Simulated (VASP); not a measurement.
# GaN in VASP: notebook

Runs on GaN. Level: r2SCAN. Tasks: single point.

Program: VASP 6.6.1. These are calculated values, not measurements. Logs are shortened: lines on timing, memory, paths and dates and some standing lists are left out, and cuts for length are marked.

### 1 The cell of the first run

It takes space group I-4m2 (No. 119, tetragonal). The conventional cell has a = 3.180 Å, b = 3.180 Å, c = 4.475 Å, α = 90.00°, β = 90.00°, γ = 90.00°. Within 2.6 Å of Ga (site symmetry -4m2) lie 4 N at 1.94 Å. N (site symmetry -4m2) has 4 Ga at 1.94 Å within 2.6 Å.

### 2 Single point, r2SCAN (uniaxial z strain -0.5%)

Contents of POSCAR:

```
GaN
1.0
    0.0000000000      2.2489525415      2.2377077788
    2.2489525415      0.0000000000      2.2377077788
    2.2489525415      2.2489525415      0.0000000000
Ga N
1 1
Direct
    0.0000000000      0.0000000000      0.0000000000
    0.2500000000      0.2500000000      0.2500000000
```

Contents of INCAR.step1:

```
SYSTEM = GaN
ALGO     = Normal         ! electronic algorithm
EDIFF    = 1E-5           ! SCF threshold, eV
ENCUT    = 910            ! plane-wave cutoff, eV
GGA      = PE             ! functional
GGA_COMPAT= .False.      
ISMEAR   = 0              ! smearing method
LASPH    = .True.         ! aspherical terms in the spheres
LCHARG   = .False.        ! write CHGCAR
LREAL    = .False.        ! projectors in reciprocal space
LWAVE    = .True.         ! write WAVECAR
NBANDS   = 16             ! bands
NELM     = 120            ! most SCF steps
PREC     = Accurate       ! precision mode
SIGMA    = 0.01           ! smearing width, eV
```

Contents of INCAR.step2:

```
SYSTEM = GaN
ALGO     = Normal         ! electronic algorithm
EDIFF    = 1E-6           ! SCF threshold, eV
ENCUT    = 910            ! plane-wave cutoff, eV
GGA_COMPAT= .False.      
ISIF     = 2              ! what is computed and relaxed
ISMEAR   = 0              ! smearing method
ISTART   = 1            
LASPH    = .True.         ! aspherical terms in the spheres
LCHARG   = .False.        ! write CHGCAR
LMIXTAU  = .True.       
LREAL    = .False.        ! projectors in reciprocal space
LWAVE    = .False.        ! write WAVECAR
METAGGA  = R2SCAN         ! meta-GGA
NBANDS   = 16             ! bands
NELM     = 120            ! most SCF steps
PREC     = Accurate       ! precision mode
SIGMA    = 0.01           ! smearing width, eV
```

Contents of KPOINTS:

```
k-points
0
Gamma
  10 10 10
  0 0 0
```

Potentials or basis: VASP PAW PBE potentials, release 64 (Ga_d, N_h).

Launch:

```bash
> cat potpaw_PBE.64/Ga_d/POTCAR potpaw_PBE.64/N_h/POTCAR > POTCAR
> cp INCAR.step1 INCAR
> mpirun -np 1 vasp_std > vasp.out
> cp INCAR.step2 INCAR
> mpirun -np 1 vasp_std > vasp.out
```

OUTCAR:

```text
SYSTEM = GaN
   EDIFF = 1E-6
   ENCUT = 910
   ISIF = 2
   ISMEAR = 0
   ISTART = 1
   LASPH = .True.
   LREAL = .False.
   METAGGA = R2SCAN
   NELM = 120
   PREC = Accurate

 ion  position               nearest neighbor table
   1  0.000  0.000  0.000-   2 1.94   2 1.94   2 1.94   2 1.94
   2  0.250  0.250  0.250-   1 1.94   1 1.94   1 1.94   1 1.94

  LATTYP: Found a body centered tetragonal cell.
 ALAT       =     3.1804991853
 C/A-ratio  =     1.4071424946

  Lattice vectors:

 A1 = (   0.0000000000,  -2.2489525415,  -2.2377077788)
 A2 = (   0.0000000000,   2.2489525415,  -2.2377077788)
 A3 = (   2.2489525415,   0.0000000000,   2.2377077788)

Analysis of symmetry for initial positions (statically):
=====================================================================
 Subroutine PRICEL returns:
 Original cell was already a primitive cell.

 Routine SETGRP: Setting up the symmetry group for a
 body centered tetragonal supercell.

 Subroutine GETGRP returns: Found  8 space group operations
 (whereof  8 operations were pure point group operations)
 out of a pool of 16 trial point group operations.

The static configuration has the point symmetry D_2d.

Analysis of symmetry for dynamics (positions and initial velocities):
=====================================================================
 Subroutine PRICEL returns:
 Original cell was already a primitive cell.

 Routine SETGRP: Setting up the symmetry group for a
 body centered tetragonal supercell.

 Subroutine GETGRP returns: Found  8 space group operations
 (whereof  8 operations were pure point group operations)
 out of a pool of 16 trial point group operations.

The dynamic configuration has the point symmetry D_2d.

 Subroutine INISYM returns: Found  8 space group operations
 (whereof  8 operations are pure point group operations),
 and found     1 'primitive' translations

----------------------------------------------------------------------------------------

                                     Primitive cell

  volume of cell :      22.6357

  direct lattice vectors                    reciprocal lattice vectors
     0.000000000  2.248952542  2.237707779    -0.222325723  0.222325723  0.223442938
     2.248952542  0.000000000  2.237707779     0.222325723 -0.222325723  0.223442938
     2.248952542  2.248952542  0.000000000     0.222325723  0.222325723 -0.223442938

  length of vectors
     3.172557901  3.172557901  3.180499185     0.385725551  0.385725551  0.385725551

  position of ions in fractional coordinates (direct lattice)
     0.000000000  0.000000000  0.000000000
     0.250000000  0.250000000  0.250000000

  ion indices of the primitive-cell ions
   primitive index   ion index
                 1           1
                 2           2

----------------------------------------------------------------------------------------

 KPOINTS: k-points

Automatic generation of k-mesh.
 Grid dimensions read from file:
 generate k-points for:   10   10   10

 Generating k-lattice:

  Cartesian coordinates                     Fractional coordinates (reciprocal lattice)
    -0.022232572  0.022232572  0.022344294     0.100000000  0.000000000  0.000000000
     0.022232572 -0.022232572  0.022344294     0.000000000  0.100000000  0.000000000
     0.022232572  0.022232572 -0.022344294     0.000000000  0.000000000  0.100000000

  Length of vectors
     0.038572555  0.038572555  0.038572555

  Shift w.r.t. Gamma in fractional coordinates (k-lattice)
     0.000000000  0.000000000  0.000000000

 Subroutine IBZKPT returns following result:
 ===========================================

 Found    102 irreducible k-points:

 Following reciprocal coordinates:
            Coordinates               Weight
  0.000000  0.000000  0.000000      1.000000
  0.100000 -0.000000  0.000000      8.000000
  0.200000 -0.000000  0.000000      8.000000
  0.300000 -0.000000  0.000000      8.000000
  0.400000 -0.000000  0.000000      8.000000
  0.500000 -0.000000  0.000000      4.000000
[... 16 lines left out ...]
  0.300000  0.300000  0.000000      2.000000
  0.400000  0.300000  0.000000      8.000000
 [... further k-points ...]
   k-points           NKPTS =    102   k-points in BZ     NKDIM =    102   number of bands    NBANDS=     16
   number of dos      NEDOS =    301   number of ions     NIONS =      2
   total plane-waves  NPLWV =  32768
   dimension x,y,z NGX =    32 NGY =   32 NGZ =   32
   dimension x,y,z NGXF=    64 NGYF=   64 NGZF=   64
   ions per type =               1   1
   NGX,Y,Z   is equivalent  to a cutoff of  16.77, 16.77, 16.73 a.u.
   NGXF,Y,Z  is equivalent  to a cutoff of  33.54, 33.54, 33.45 a.u.
 SYSTEM =  GaN
   PREC   = accura    normal or accurate (medium, high low for compatibility)
   ISTART =      1    job   : 0-new  1-cont  2-samecut
   ICHARG =      0    charge: 1-file 2-atom 10-const
   ISPIN  =      1    spin polarized calculation?
   LNONCOLLINEAR =      F non collinear calculations
   LSORBIT =      F    spin-orbit coupling
   LASPH  =      T    aspherical Exc in radial PAW
   ENCUT  =  910.0 eV  66.88 Ry    8.18 a.u.   7.80  7.80  7.82*2*pi/ulx,y,z
   NELM   =    120;   NELMIN=  2; NELMDL=  0     # of ELM steps
   EDIFF  = 0.1E-05   stopping-criterion for ELM
   LREAL  =      F    real-space projection
   EDIFFG = 0.1E-04   stopping-criterion for IOM
   NSW    =      0    number of steps for IOM
   IBRION =     -1    ionic relax: 0-MD 1-quasi-New 2-CG
   NFREE  =      0    steps in history (QN), initial steepest desc. (CG)
   ISIF   =      2    stress and relaxation
   ISYM   =      2    0-nonsym 1-usesym 2-fastsym
   POTIM  = 0.5000    time-step for ionic-motion
   TEBEG  =    0.0;   TEEND  =   0.0 temperature during run
   PSTRESS=    0.0 pullay stress
   NELECT =      18.0000    total number of electrons
   NUPDOWN=      -1.0000    fix difference up-down
   EMIN   =  10.00;   EMAX   =-10.00  energy-range for DOS
   EFERMI =   0.00;   METHOD = LEGACY
   ISMEAR =     0;   SIGMA  =   0.01  broadening in eV -4-tet -1-fermi 0-gaus
   EFERMI_NEDOS =   21; number of points for ismear=-14 and -15
   IALGO  =     38    algorithm
   IMIX   =      4    mixing-type and parameters
     AMIX     =   0.40;   BMIX     =  1.00
     AMIX_MAG =   1.60;   BMIX_MAG =  1.00
  volume/ion in A,a.u.               =      11.32        76.38
  Fermi-wavevector in a.u.,A,eV,Ry     =   1.516705  2.866156 31.298747  2.300393
  Thomas-Fermi vector in A             =   2.626059
   LORBIT       =      0    0 simple, 1 ext, 2 COOP (PROOUT), +10 PAW based schemes
   METAGGA = R2SCAN    functional components
   LHFCALC =     F    Hartree Fock is set to
   AEXX    =    0.0000 exact exchange contribution
   IVDW    =     0    specifies the selected vdW correction
   LEPSILON=     F    determine dielectric tensor
   LRPA    =     F    only Hartree local field effects (RPA)
 non-spin polarized calculation
 Gauss-broadening in eV      SIGMA  =   0.01
  energy-cutoff  :      910.00
  volume of cell :       22.64
 maximum number of plane-waves:      1423
   NGX = 15   NGY = 15   NGZ = 15

 number of electron      18.0000001 magnetization

 Free energy of the ion-electron system (eV)
  ---------------------------------------------------
  ext. energy  EPLUGINS =         0.00000000
  ---------------------------------------------------
  free energy    TOTEN  =       -21.89483899 eV

  energy without entropy =      -21.89483899  energy(sigma->0) =      -21.89483899

 E-fermi :   5.6032     XC(G=0): -12.6928

 val. band max:        5.4523747836   @ k =   0.0000   0.0000   0.0000
 cond. band min:       7.6271839402   @ k =   0.0000   0.0000   0.0000
 fundamental gap:      2.1748091566
 Fermi energy:         5.6031597503

 k-point     1 :       0.0000    0.0000    0.0000
  band No.  band energies     occupation
      1     -11.3926      2.00000
      2      -8.4053      2.00000
      3      -8.4053      2.00000
      4      -8.4000      2.00000
      5      -8.0408      2.00000
      6      -8.0406      2.00000
[... 8 lines left out ...]
     15      25.1956      0.00000
     16      25.1956      0.00000

 k-point     2 :       0.1000   -0.0000    0.0000
  band No.  band energies     occupation
      1     -11.2797      2.00000
      2      -8.3906      2.00000
      3      -8.3873      2.00000
      4      -8.3635      2.00000
      5      -8.0420      2.00000
      6      -8.0419      2.00000
[... 8 lines left out ...]
     15      23.8388      0.00000
     16      23.9886      0.00000

 k-point     3 :       0.2000   -0.0000    0.0000
  band No.  band energies     occupation
      1     -10.9897      2.00000
      2      -8.3562      2.00000
      3      -8.3526      2.00000
      4      -8.2032      2.00000
      5      -8.0412      2.00000
      6      -8.0403      2.00000
[... 8 lines left out ...]
     15      23.0003      0.00000
     16      23.0792      0.00000

 k-point     4 :       0.3000   -0.0000    0.0000
  band No.  band energies     occupation
      1     -10.6628      2.00000
      2      -8.3243      2.00000
      3      -8.3205      2.00000
      4      -8.0285      2.00000
      5      -8.0264      2.00000
      6      -7.8265      2.00000
[... 8 lines left out ...]
     15      23.5921      0.00000
     16      23.6072      0.00000
[... 324 lines left out ...]
 k-point    22 :      -0.2000    0.2000    0.0000
  band No.  band energies     occupation
      1     -10.5625      2.00000
      2      -8.2994      2.00000
      3      -8.2927      2.00000
      4      -8.0625      2.00000
      5      -8.0584      2.00000
      6      -7.6587      2.00000
[... 8 lines left out ...]
     15      23.8480      0.00000
     16      27.1860      0.00000

 k-point    23 :       0.3000    0.3000    0.0000
  band No.  band energies     occupation
      1     -10.4594      2.00000
      2      -8.2297      2.00000
      3      -8.2001      2.00000
      4      -8.2001      2.00000
      5      -7.9863      2.00000
      6      -7.6396      2.00000
[... 8 lines left out ...]
     15      28.2902      0.00000
     16      29.1072      0.00000

 k-point    24 :       0.4000    0.3000    0.0000
  band No.  band energies     occupation
      1     -10.3109      2.00000
      2      -8.2487      2.00000
      3      -8.1616      2.00000
      4      -8.1583      2.00000
      5      -7.9758      2.00000
      6      -7.2161      2.00000
[... 8 lines left out ...]
     15      28.8202      0.00000
     16      28.9620      0.00000

 [... further k-points ...]

------------------------ aborting loop because EDIFF is reached ----------------------------------------

  FORCE on cell =-STRESS in cart. coord.  units (eV):
  Direction    XX          YY          ZZ          XY          YZ          ZX
  --------------------------------------------------------------------------------------
  -------------------------------------------------------------------------------------
  Total        0.2523795      0.2523795      0.3414531      0.0000000      0.0000000      0.0000000
  in kB       17.8636725     17.8636725     24.1683906      0.0000000      0.0000000      0.0000000
  external PRESSURE =      19.9652452 kB  Pullay stress =       0.0000000 kB

 VOLUME and BASIS-vectors are now :
 -----------------------------------------------------------------------------
  energy-cutoff  :      910.00
  volume of cell :       22.64
      direct lattice vectors                 reciprocal lattice vectors
     0.000000000  2.248952542  2.237707779    -0.222325723  0.222325723  0.223442938
     2.248952542  0.000000000  2.237707779     0.222325723 -0.222325723  0.223442938
     2.248952542  2.248952542  0.000000000     0.222325723  0.222325723 -0.223442938

 POSITION                                       TOTAL-FORCE (eV/Angst)
 -----------------------------------------------------------------------------------
      0.00000      0.00000      0.00000         0.000000      0.000000      0.000000
      1.12448      1.12448      1.11885        -0.000000     -0.000000     -0.000000
 -----------------------------------------------------------------------------------
    total drift:                               -0.000000     -0.000000      0.000000

  FREE ENERGIE OF THE ION-ELECTRON SYSTEM (eV)
  ---------------------------------------------------
  free  energy   TOTEN  =       -21.8948389910 eV

  energy  without entropy=      -21.8948389910  energy(sigma->0) =      -21.89483899
```

Run time: 3.6 min. Hardware: 1 thread of Intel Xeon Platinum 8488C (Sapphire Rapids), shared host; peak memory 0.24 GiB.

Results:

```
Free energy            : -21.8948 eV
Pressure               : 2.0 GPa
Band gap on the k mesh : 2.17 eV
```

Caveat: the cell differs from its parent crystal (uniaxial z strain -0.5%); the cutoff is under 1.25 times the usual one of these potentials, so pressure, stress and relaxed cells hold a basis-set (Pulay) error; the PAW data sets were made with another functional, which shifts forces and pressure a little.

### 3 Single point, r2SCAN (strain along [111] +3.2%)

Contents of POSCAR:

```
GaN
1.0
    0.0475278637      2.2964804052      2.2964804052
    2.2964804052      0.0475278637      2.2964804052
    2.2964804052      2.2964804052      0.0475278637
Ga N
1 1
Direct
    0.0011993600      0.0011993600      0.0011993600
    0.2488006400      0.2488006400      0.2488006400
```

Contents of INCAR.step1:

```
PREC     = Accurate       # precision mode
ENCUT    = 910            # plane-wave cutoff, eV
ISMEAR   = 0              # smearing method
SIGMA    = 0.01           # smearing width, eV
LREAL    = F              # projectors in reciprocal space
LASPH    = T              # aspherical terms in the spheres
NELM     = 120            # most SCF steps
NBANDS   = 16             # bands
GGA      = PE             # functional
ALGO     = Normal         # electronic algorithm
EDIFF    = 1E-5           # SCF threshold, eV
LWAVE    = T              # write WAVECAR
LCHARG   = F              # write CHGCAR
GGA_COMPAT= F
```

Contents of INCAR.step2:

```
PREC     = Accurate       # precision mode
ENCUT    = 910            # plane-wave cutoff, eV
EDIFF    = 1E-6           # SCF threshold, eV
ISMEAR   = 0              # smearing method
SIGMA    = 0.01           # smearing width, eV
LREAL    = F              # projectors in reciprocal space
LASPH    = T              # aspherical terms in the spheres
NELM     = 120            # most SCF steps
ALGO     = Normal         # electronic algorithm
ISIF     = 2              # what is computed and relaxed
LWAVE    = F              # write WAVECAR
LCHARG   = F              # write CHGCAR
METAGGA  = R2SCAN         # meta-GGA
LMIXTAU  = T            
NBANDS   = 16             # bands
ISTART   = 1            
GGA_COMPAT= F
```

Contents of KPOINTS:

```
Automatic mesh
0
Gamma
  10 10 10
```

Potentials or basis: VASP PAW PBE potentials, release 64 (Ga_d, N_h).

Launch:

```bash
> cat potpaw_PBE.64/Ga_d/POTCAR potpaw_PBE.64/N_h/POTCAR > POTCAR
> cp INCAR.step1 INCAR
> mpirun -np 1 vasp_std > vasp.out
> cp INCAR.step2 INCAR
> mpirun -np 1 vasp_std > vasp.out
```

Wall time 5.1 min (1 thread of Intel Xeon Platinum 8175M at 2.50GHz (Skylake/Cascade Lake), shared host); peak memory 0.26 GiB.

Results (log left out):

| Quantity | Value |
| --- | --- |
| Free energy | -21.8728 eV |
| Pressure | -4.8 GPa |
| Largest force | 0.012 eV/Å |
| Band gap on the k mesh | 1.85 eV |

Forces in eV/Å, atoms in the order of the input:
```
Ga   0.007  0.007  0.007
N   -0.007 -0.007 -0.007
```

Stress tensor (GPa, compression positive):
```
-4.81 -3.33 -3.33
-3.33 -4.81 -3.33
-3.33 -3.33 -4.81
```

Levels at points of the mesh, in eV from the valence-band top:
| k point | band 6 | band 7 | band 8 | band 9 | band 10 | band 11 | band 12 | band 13 |
| --- | --- | --- | --- | --- | --- | --- | --- | --- |
| (0.00, 0.00, 0.00) | -13.56 | -0.20 | 0.00 | 0.00 | 1.85 | 10.34 | 11.02 | 11.02 |
| (0.50, 0.00, 0.00) | -12.40 | -7.02 | -1.14 | -1.01 | 4.81 | 9.24 | 10.64 | 10.79 |
| (0.50, 0.50, 0.00) | -12.05 | -6.17 | -2.89 | -2.62 | 3.66 | 7.05 | 12.27 | 14.56 |
| (0.50, 0.50, 0.50) | -12.55 | -7.16 | -0.89 | -0.89 | 5.21 | 9.10 | 11.13 | 11.13 |

Caveat: the cell differs from its parent crystal (strain along [111] +3.2%); the cutoff is under 1.25 times the usual one of these potentials, so pressure, stress and relaxed cells hold a basis-set (Pulay) error; the cell stands under tension; the PAW data sets were made with another functional, which shifts forces and pressure a little.
